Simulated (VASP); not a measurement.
## HfB: single point with PBE

Crystal: HfB.

```
Hf B
1.0
     0.00000    2.31000    2.31000
     2.31000    0.00000    2.31000
     2.31000    2.31000    0.00000
Hf B
1 1
Direct
  0.50000 0.50000 0.50000
  0.00000 0.00000 0.00000
```

```yaml
Program: VASP 6.6.1
Task: single point
Functional: PBE
Potentials_or_basis: VASP PAW PBE potentials, release 64 (Hf_pv, B)
Cutoff: 520 eV
k_mesh: 12 × 12 × 12
Occupations: fermi-dirac, width 0.03 eV
Spin: non-collinear spin, zero start, spin-orbit coupling
Starting_moments: "[[0.0, 0.0, 0.0], [0.0, 0.0, 0.0]] μB"
Dipole_correction: no
Further_INCAR_settings: ALGO = Normal; EDIFF = 1e-06; NBANDS = 25
```

```json
{
 "Pressure": "30.3 GPa",
 "Net moment": "0.00 μB per cell",
 "Valence electrons inside the program's atomic spheres": "Hf 8.95; B 1.95"
}
```

Moments on the atoms (μB; x, y, z):
```
Hf  0.00 0.00 0.00
B   0.00 0.00 0.00
```

It took 2.5 min on 1 thread of AMD EPYC 7R13 (shared host), peak memory 0.21 GiB.

Caveat: the cell stands under pressure.
